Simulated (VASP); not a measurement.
# AlInSb2 (P-4m2) in VASP: further runs

Runs on AlInSb2. Level: LDA. Tasks: single point.

Program: VASP 6.6.1. These are calculated values, not measurements. Logs are shortened: lines on timing, memory, paths and dates and some standing lists are left out, and cuts for length are marked.

### Step 1. The cell of the first run

The structure is tetragonal, space group P-4m2 (No. 115). Conventional cell: a = 4.325 Å, b = 4.325 Å, c = 6.597 Å, α = 90.00°, β = 90.00°, γ = 90.00°. Al (site symmetry -4m2) has 4 Sb at 2.51 Å within 3.3 Å. In (site symmetry -4m2) has 4 Sb at 2.96 Å within 3.9 Å. Sb (site symmetry 2mm) has 2 Al at 2.51 Å and 2 In at 2.96 Å within 3.3 Å.

### Step 2. Single point, LDA

Contents of INCAR:

```
SYSTEM = AlInSb2
PREC = Accurate
ENCUT = 520
EDIFF = 1E-7
ISMEAR = 0
SIGMA = 0.05
LREAL = .False.
LASPH = .True.
NELM = 60
ALGO = Normal
ISIF = 2
LWAVE = .False.
LCHARG = .False.
GGA = CA
NBANDS = 21
```

Contents of KPOINTS:

```
regular mesh
0
Gamma
  8 8 6
  0 0 0
```

Contents of POSCAR:

```
AlInSb2
1.0
    4.3252226885      0.0000000000      0.0000000000
    0.0000000000      4.3252226885      0.0000000000
    0.0000000000      0.0000000000      6.5972621668
Al In Sb
1 1 2
Direct
    0.0000000000      0.0000000000      0.0000000000
    0.5000000000      0.5000000000      0.5000000000
    0.0000000000      0.5000000000      0.1940770864
    0.5000000000      0.0000000000      0.8059229136
```

Potentials or basis: VASP PAW LDA potentials, release 64 (Al, In_d, Sb).

On the command line:

```console
cat potpaw_LDA.64/Al/POTCAR potpaw_LDA.64/In_d/POTCAR potpaw_LDA.64/Sb/POTCAR > POTCAR
mpirun -np 1 vasp_std > vasp.out
```

OUTCAR:

```text
SYSTEM = AlInSb2
   PREC = Accurate
   ENCUT = 520
   EDIFF = 1E-7
   ISMEAR = 0
   LREAL = .False.
   LASPH = .True.
   NELM = 60
   ISIF = 2
   GGA = CA

 ion  position               nearest neighbor table
   1  0.000  0.000  0.000-   3 2.51   4 2.51   3 2.51   4 2.51
   2  0.500  0.500  0.500-   3 2.96   4 2.96   4 2.96   3 2.96
   3  0.000  0.500  0.194-   1 2.51   1 2.51   2 2.96   2 2.96
   4  0.500  0.000  0.806-   1 2.51   1 2.51   2 2.96   2 2.96

  LATTYP: Found a simple tetragonal cell.
 ALAT       =     4.3252226885
 C/A-ratio  =     1.5253000000

  Lattice vectors:

 A1 = (   4.3252226885,   0.0000000000,   0.0000000000)
 A2 = (   0.0000000000,   4.3252226885,   0.0000000000)
 A3 = (   0.0000000000,   0.0000000000,   6.5972621668)

Analysis of symmetry for initial positions (statically):
=====================================================================
 Subroutine PRICEL returns:
 Original cell was already a primitive cell.

 Routine SETGRP: Setting up the symmetry group for a
 simple tetragonal supercell.

 Subroutine GETGRP returns: Found  8 space group operations
 (whereof  8 operations were pure point group operations)
 out of a pool of 16 trial point group operations.

The static configuration has the point symmetry D_2d.

Analysis of symmetry for dynamics (positions and initial velocities):
=====================================================================
 Subroutine PRICEL returns:
 Original cell was already a primitive cell.

 Routine SETGRP: Setting up the symmetry group for a
 simple tetragonal supercell.

 Subroutine GETGRP returns: Found  8 space group operations
 (whereof  8 operations were pure point group operations)
 out of a pool of 16 trial point group operations.

The dynamic configuration has the point symmetry D_2d.

 Subroutine INISYM returns: Found  8 space group operations
 (whereof  8 operations are pure point group operations),
 and found     1 'primitive' translations

----------------------------------------------------------------------------------------

                                     Primitive cell

  volume of cell :     123.4186

  direct lattice vectors                    reciprocal lattice vectors
     4.325222689  0.000000000  0.000000000     0.231201969  0.000000000  0.000000000
     0.000000000  4.325222689  0.000000000     0.000000000  0.231201969  0.000000000
     0.000000000  0.000000000  6.597262167     0.000000000  0.000000000  0.151578030

  length of vectors
     4.325222689  4.325222689  6.597262167     0.231201969  0.231201969  0.151578030

  position of ions in fractional coordinates (direct lattice)
     0.000000000  0.000000000  0.000000000
     0.500000000  0.500000000  0.500000000
     0.000000000  0.500000000  0.194077086
     0.500000000  0.000000000  0.805922914

  ion indices of the primitive-cell ions
   primitive index   ion index
                 1           1
                 2           2
                 3           3
                 4           4

----------------------------------------------------------------------------------------

 KPOINTS: regular mesh

Automatic generation of k-mesh.
 Grid dimensions read from file:
 generate k-points for:    8    8    6

 Generating k-lattice:

  Cartesian coordinates                     Fractional coordinates (reciprocal lattice)
     0.028900246  0.000000000  0.000000000     0.125000000  0.000000000  0.000000000
     0.000000000  0.028900246  0.000000000     0.000000000  0.125000000  0.000000000
     0.000000000  0.000000000  0.025263005     0.000000000  0.000000000  0.166666667

  Length of vectors
     0.028900246  0.028900246  0.025263005

  Shift w.r.t. Gamma in fractional coordinates (k-lattice)
     0.000000000  0.000000000  0.000000000

 Subroutine IBZKPT returns following result:
 ===========================================

 Found     60 irreducible k-points:

 Following reciprocal coordinates:
            Coordinates               Weight
  0.000000  0.000000  0.000000      1.000000
  0.125000  0.000000  0.000000      4.000000
  0.250000  0.000000  0.000000      4.000000
  0.375000  0.000000  0.000000      4.000000
  0.500000  0.000000  0.000000      2.000000
  0.125000  0.125000  0.000000      4.000000
[... 16 lines left out ...]
  0.375000  0.125000  0.166667     16.000000
  0.500000  0.125000  0.166667      8.000000
 [... further k-points ...]
   k-points           NKPTS =     60   k-points in BZ     NKDIM =     60   number of bands    NBANDS=     21
   number of dos      NEDOS =    301   number of ions     NIONS =      4
   total plane-waves  NPLWV =  51200
   dimension x,y,z NGX =    32 NGY =   32 NGZ =   50
   dimension x,y,z NGXF=    64 NGYF=   64 NGZF=  100
   ions per type =               1   1   2
   NGX,Y,Z   is equivalent  to a cutoff of  12.30, 12.30, 12.60 a.u.
   NGXF,Y,Z  is equivalent  to a cutoff of  24.60, 24.60, 25.20 a.u.
 SYSTEM =  AlInSb2
   PREC   = accura    normal or accurate (medium, high low for compatibility)
   ISTART =      0    job   : 0-new  1-cont  2-samecut
   ICHARG =      2    charge: 1-file 2-atom 10-const
   ISPIN  =      1    spin polarized calculation?
   LNONCOLLINEAR =      F non collinear calculations
   LSORBIT =      F    spin-orbit coupling
   LASPH  =      T    aspherical Exc in radial PAW
   ENCUT  =  520.0 eV  38.22 Ry    6.18 a.u.   8.04  8.04 12.27*2*pi/ulx,y,z
   NELM   =     60;   NELMIN=  2; NELMDL= -5     # of ELM steps
   EDIFF  = 0.1E-06   stopping-criterion for ELM
   LREAL  =      F    real-space projection
   EDIFFG = 0.1E-05   stopping-criterion for IOM
   NSW    =      0    number of steps for IOM
   IBRION =     -1    ionic relax: 0-MD 1-quasi-New 2-CG
   NFREE  =      0    steps in history (QN), initial steepest desc. (CG)
   ISIF   =      2    stress and relaxation
   ISYM   =      2    0-nonsym 1-usesym 2-fastsym
   POTIM  = 0.5000    time-step for ionic-motion
   TEBEG  =    0.0;   TEEND  =   0.0 temperature during run
   PSTRESS=    0.0 pullay stress
   NELECT =      26.0000    total number of electrons
   NUPDOWN=      -1.0000    fix difference up-down
   EMIN   =  10.00;   EMAX   =-10.00  energy-range for DOS
   EFERMI =   0.00;   METHOD = LEGACY
   ISMEAR =     0;   SIGMA  =   0.05  broadening in eV -4-tet -1-fermi 0-gaus
   EFERMI_NEDOS =   21; number of points for ismear=-14 and -15
   IALGO  =     38    algorithm
   IMIX   =      4    mixing-type and parameters
     AMIX     =   0.40;   BMIX     =  1.00
     AMIX_MAG =   1.60;   BMIX_MAG =  1.00
  volume/ion in A,a.u.               =      30.85       208.22
  Fermi-wavevector in a.u.,A,eV,Ry     =   0.974105  1.840791 12.910300  0.948880
  Thomas-Fermi vector in A             =   2.104538
   LORBIT       =      0    0 simple, 1 ext, 2 COOP (PROOUT), +10 PAW based schemes
   GGA     = CA    functional components
   LHFCALC =     F    Hartree Fock is set to
   AEXX    =    0.0000 exact exchange contribution
   IVDW    =     0    specifies the selected vdW correction
   LEPSILON=     F    determine dielectric tensor
   LRPA    =     F    only Hartree local field effects (RPA)
 non-spin polarized calculation
 Gauss-broadening in eV      SIGMA  =   0.05
  energy-cutoff  :      520.00
  volume of cell :      123.42
 maximum number of plane-waves:      3368
   NGX = 17   NGY = 17   NGZ = 25

 number of electron      25.9999993 magnetization

 Free energy of the ion-electron system (eV)
  ---------------------------------------------------
  ext. energy  EPLUGINS =         0.00000000
  ---------------------------------------------------
  free energy    TOTEN  =       -16.71676692 eV

  energy without entropy =      -16.71644773  energy(sigma->0) =      -16.71660733

 E-fermi :   5.1176     XC(G=0):  -9.0239

 val. band max:        5.0856147510   @ k =   0.2500   0.0000   0.0000
 cond. band min:       5.2235016810   @ k =   0.1250   0.0000   0.0000
 fundamental gap:      0.1378869300
 Fermi energy:         5.1175687147

 k-point     1 :       0.0000    0.0000    0.0000
  band No.  band energies     occupation
      1      -9.4012      2.00000
      2      -9.3364      2.00000
      3      -9.3364      2.00000
      4      -9.3220      2.00000
      5      -9.3081      2.00000
      6      -6.1106      2.00000
[... 13 lines left out ...]
     20      10.9167      0.00000
     21      12.0223      0.00000

 k-point     2 :       0.1250    0.0000    0.0000
  band No.  band energies     occupation
      1      -9.3971      2.00000
      2      -9.3417      2.00000
      3      -9.3362      2.00000
      4      -9.3235      2.00000
      5      -9.3067      2.00000
      6      -6.0091      2.00000
[... 13 lines left out ...]
     20      11.4626      0.00000
     21      11.6009      0.00000

 k-point     3 :       0.2500    0.0000    0.0000
  band No.  band energies     occupation
      1      -9.3879      2.00000
      2      -9.3541      2.00000
      3      -9.3356      2.00000
      4      -9.3270      2.00000
      5      -9.3029      2.00000
      6      -5.7146      2.00000
[... 13 lines left out ...]
     20      10.7440      0.00000
     21      11.4076      0.00000

 k-point     4 :       0.3750    0.0000    0.0000
  band No.  band energies     occupation
      1      -9.3804      2.00000
      2      -9.3650      2.00000
      3      -9.3350      2.00000
      4      -9.3305      2.00000
      5      -9.2987      2.00000
      6      -5.2648      2.00000
[... 13 lines left out ...]
     20      10.5905      0.00000
     21      11.2128      0.00000

 k-point     5 :       0.5000    0.0000    0.0000
  band No.  band energies     occupation
      1      -9.3793      2.00000
      2      -9.3676      2.00000
      3      -9.3347      2.00000
      4      -9.3319      2.00000
      5      -9.2967      2.00000
      6      -4.8356      2.00000
[... 13 lines left out ...]
     20      10.3004      0.00000
     21      11.0336      0.00000

 k-point     6 :       0.1250    0.1250    0.0000
  band No.  band energies     occupation
      1      -9.3931      2.00000
      2      -9.3425      2.00000
      3      -9.3401      2.00000
      4      -9.3250      2.00000
      5      -9.3053      2.00000
      6      -5.9081      2.00000
[... 13 lines left out ...]
     20      10.9433      0.00000
     21      11.6675      0.00000

 k-point     7 :       0.2500    0.1250    0.0000
  band No.  band energies     occupation
      1      -9.3842      2.00000
      2      -9.3536      2.00000
      3      -9.3399      2.00000
      4      -9.3286      2.00000
      5      -9.3017      2.00000
      6      -5.6153      2.00000
[... 13 lines left out ...]
     20      10.5257      0.00000
     21      10.7748      0.00000
[... 291 lines left out ...]
      1      -9.3798      2.00000
      2      -9.3677      2.00000
      3      -9.3347      2.00000
      4      -9.3319      2.00000
      5      -9.2964      2.00000
      6      -4.8214      2.00000
[... 13 lines left out ...]
     20      10.7070      0.00000
     21      11.6427      0.00000

 k-point    21 :       0.1250    0.1250    0.1667
  band No.  band energies     occupation
      1      -9.3935      2.00000
      2      -9.3426      2.00000
      3      -9.3403      2.00000
      4      -9.3250      2.00000
      5      -9.3048      2.00000
      6      -5.8566      2.00000
[... 13 lines left out ...]
     20      10.8520      0.00000
     21      11.4433      0.00000

 k-point    22 :       0.2500    0.1250    0.1667
  band No.  band energies     occupation
      1      -9.3846      2.00000
      2      -9.3537      2.00000
      3      -9.3400      2.00000
      4      -9.3286      2.00000
      5      -9.3013      2.00000
      6      -5.5675      2.00000
[... 13 lines left out ...]
     20      10.4178      0.00000
     21      11.0243      0.00000

 k-point    23 :       0.3750    0.1250    0.1667
  band No.  band energies     occupation
      1      -9.3788      2.00000
      2      -9.3629      2.00000
      3      -9.3388      2.00000
      4      -9.3323      2.00000
      5      -9.2973      2.00000
      6      -5.1316      2.00000
[... 13 lines left out ...]
     20      10.4712      0.00000
     21      11.1963      0.00000

 k-point    24 :       0.5000    0.1250    0.1667
  band No.  band energies     occupation
      1      -9.3792      2.00000
      2      -9.3642      2.00000
      3      -9.3383      2.00000
      4      -9.3338      2.00000
      5      -9.2954      2.00000
      6      -4.7296      2.00000
[... 13 lines left out ...]
     20      10.3310      0.00000
     21      10.6771      0.00000

 [... further k-points ...]
[... 5 lines left out ...]
  --------------------------------------------------------------------------------------
  -------------------------------------------------------------------------------------
  Total        2.7019996      2.7019996     -1.4794912      0.0000000      0.0000000     -0.0000000
  in kB       35.0764127     35.0764127    -19.2062369      0.0000000      0.0000000     -0.0000000
  external PRESSURE =      16.9821962 kB  Pullay stress =       0.0000000 kB

 VOLUME and BASIS-vectors are now :
 -----------------------------------------------------------------------------
  energy-cutoff  :      520.00
  volume of cell :      123.42
      direct lattice vectors                 reciprocal lattice vectors
     4.325222689  0.000000000  0.000000000     0.231201969  0.000000000  0.000000000
     0.000000000  4.325222689  0.000000000     0.000000000  0.231201969  0.000000000
     0.000000000  0.000000000  6.597262167     0.000000000  0.000000000  0.151578030

 POSITION                                       TOTAL-FORCE (eV/Angst)
 -----------------------------------------------------------------------------------
      0.00000      0.00000      0.00000         0.000000      0.000000      0.000000
      2.16261      2.16261      3.29863        -0.000000     -0.000000      0.000000
      0.00000      2.16261      1.28038        -0.000000      0.000000      2.440188
      2.16261      0.00000      5.31688        -0.000000      0.000000     -2.440188
 -----------------------------------------------------------------------------------
    total drift:                                0.000000      0.000000     -0.000000

  FREE ENERGIE OF THE ION-ELECTRON SYSTEM (eV)
  ---------------------------------------------------
  free  energy   TOTEN  =       -16.7167669231 eV

  energy  without entropy=      -16.7164477313  energy(sigma->0) =      -16.71660733
```

It took 58 s on 1 thread of AMD EPYC 9R45 (Zen 5), shared host; peak memory 0.27 GiB.

What came out:

```
Free energy            : -16.7168 eV
Pressure               : 1.7 GPa
Largest force          : 2.440 eV/Å
Band gap on the k mesh : zero (bands 13 and 14 overlap by 0.71 eV)
```

Forces on the atoms (eV/Å):
```
Al   0.000  0.000  0.000
In   0.000  0.000  0.000
Sb   0.000  0.000  2.440
Sb   0.000  0.000 -2.440
```

Caveat: the stress differs along the axes, from -2 to 4 GPa; semilocal functionals underestimate gaps, and a narrow one can read as zero; spin-orbit coupling is left out, which moves the levels of the heavy elements; forces of over 1 eV/Å act on the atoms, so gaps and moduli don't describe the material at rest.

### Step 3. Single point, LDA

This run uses another cell than the first one, of the same volume but with other edges.

Contents of INCAR:

```
SYSTEM = AlInSb2
  PREC = Accurate
  ENCUT = 520
  EDIFF = 1E-7
  ISMEAR = 0
  SIGMA = 0.05
  LREAL = .FALSE.
  LASPH = .TRUE.
  NELM = 80
  ALGO = Normal
  ISIF = 2
  LWAVE = .FALSE.
  LCHARG = .FALSE.
  GGA = CA
  NBANDS = 21
```

Contents of KPOINTS:

```
Automatic mesh
0
G
  8 8 6
  0 0 0
```

Contents of POSCAR:

```
AlInSb2
1.0
    4.4375919547      0.0000000000      0.0000000000
    0.0000000000      4.4375919547      0.0000000000
    0.0000000000      0.0000000000      6.2673789797
Al In Sb
1 1 2
Direct
    0.0000000000      0.0000000000      0.0000000000
    0.5000000000      0.5000000000      0.5000000000
    0.0000000000      0.5000000000      0.1940770864
    0.5000000000      0.0000000000      0.8059229136
```

Potentials or basis: VASP PAW LDA potentials, release 64 (Al, In_d, Sb).

On the command line:

```console
cat potpaw_LDA.64/Al/POTCAR potpaw_LDA.64/In_d/POTCAR potpaw_LDA.64/Sb/POTCAR > POTCAR
mpirun -np 1 vasp_std > vasp.out
```

It took 65 s on 1 thread of AMD EPYC 9R45 (Zen 5), shared host; peak memory 0.28 GiB.

Results (log left out):

* Free energy: -16.8869 eV
* Pressure: 1.2 GPa
* Largest force: 2.218 eV/Å
* Band gap on the k mesh: zero (bands 13 and 14 overlap by 0.33 eV)

Forces in eV/Å, atoms in the order of the input:
```
Al   0.000  0.000  0.000
In   0.000  0.000  0.000
Sb   0.000  0.000  2.218
Sb   0.000  0.000 -2.218
```

Stress tensor (GPa, compression positive):
```
 2.32  0.00  0.00
 0.00  2.32  0.00
 0.00  0.00 -0.94
```

Levels at points of the mesh, in eV from the Fermi level:
| k point | band 10 | band 11 | band 12 | band 13 | band 14 | band 15 | band 16 | band 17 |
| --- | --- | --- | --- | --- | --- | --- | --- | --- |
| (0.00, 0.00, 0.00) | -2.90 | -1.03 | 0.00 | 0.00 | 0.39 | 0.92 | 1.67 | 2.96 |
| (0.50, 0.00, 0.00) | -3.46 | -2.42 | -2.11 | -0.76 | 1.23 | 2.71 | 3.29 | 3.91 |
| (0.50, 0.50, 0.00) | -2.66 | -2.34 | -2.34 | -1.95 | -0.33 | 0.98 | 0.98 | 2.38 |
| (0.00, 0.00, 0.50) | -2.62 | -2.62 | -0.85 | -0.85 | 0.71 | 1.20 | 2.53 | 3.45 |
| (0.50, 0.00, 0.50) | -2.09 | -1.08 | -1.03 | -0.62 | 0.12 | 0.90 | 2.92 | 3.20 |
| (0.50, 0.50, 0.50) | -3.56 | -3.01 | -2.91 | -2.91 | 3.05 | 3.76 | 3.76 | 4.19 |

Caveat: semilocal functionals underestimate gaps, and a narrow one can read as zero; spin-orbit coupling is left out, which moves the levels of the heavy elements; forces of over 1 eV/Å act on the atoms, so gaps and moduli don't describe the material at rest.

### Step 4. Single point, LDA

This run uses another cell than the first one, of the same volume but with other edges.

Contents of INCAR:

```
  PREC = Accurate
  ENCUT = 520
  EDIFF = 1E-6
  ISMEAR = 0
  SIGMA = 0.05
  LREAL = False
  LASPH = True
  NELM = 60
  ALGO = Normal
  ISIF = 2
  LWAVE = False
  LCHARG = False
  GGA = CA
  NBANDS = 21
```

Contents of KPOINTS:

```
regular mesh
0
Gamma
  8 8 6
```

Contents of POSCAR:

```
AlInSb2
1.0
    4.4984374497      0.0000000000      0.0000000000
    0.0000000000      4.4984374497      0.0000000000
    0.0000000000      0.0000000000      6.0989814943
Al In Sb
1 1 2
Direct
    0.0000000000      0.0000000000      0.0000000000
    0.5000000000      0.5000000000      0.5000000000
    0.0000000000      0.5000000000      0.1940770864
    0.5000000000      0.0000000000      0.8059229136
```

On the command line:

```console
cat potpaw_LDA.64/Al/POTCAR potpaw_LDA.64/In_d/POTCAR potpaw_LDA.64/Sb/POTCAR > POTCAR
mpirun -np 1 vasp_std > vasp.out
```

Wall time 61 s (1 thread of AMD EPYC 9R45 (Zen 5), shared host); peak memory 0.28 GiB.

It converged, with:

```yaml
Free_energy: -16.9429 eV
Pressure: 0.9 GPa
Largest_force: 2.037 eV/Å
Band_gap_on_the_k_mesh: zero (bands 13 and 14 overlap by 0.11 eV)
```

Forces on the atoms (eV/Å):
```
Al   0.000  0.000  0.000
In   0.000  0.000  0.000
Sb   0.000  0.000  2.037
Sb   0.000  0.000 -2.037
```

Stress tensor (GPa, compression positive):
```
 1.64  0.00  0.00
 0.00  1.64  0.00
 0.00  0.00 -0.47
```

Levels at points of the mesh, in eV from the Fermi level:
```csv
k point,band 11,band 12,band 13,band 14,band 15,band 16
"(0.00, 0.00, 0.00)",-0.95,0.00,0.00,0.44,0.82,1.75
"(0.50, 0.00, 0.00)",-2.26,-2.15,-0.86,1.14,2.67,3.38
"(0.50, 0.50, 0.00)",-2.21,-2.21,-1.81,-0.11,1.12,1.12
"(0.00, 0.00, 0.50)",-2.63,-0.90,-0.90,0.70,1.11,2.57
"(0.50, 0.00, 0.50)",-0.94,-0.85,-0.69,0.28,0.89,3.14
"(0.50, 0.50, 0.50)",-2.90,-2.86,-2.86,3.40,4.09,4.09
```

Caveat: semilocal functionals underestimate gaps, and a narrow one can read as zero; spin-orbit coupling is left out, which moves the levels of the heavy elements; forces of over 1 eV/Å act on the atoms, so gaps and moduli don't describe the material at rest.

(Continued in part 2 of 2.)

The gap in the log of VASP goes by the Fermi energy; the results here count the filled bands.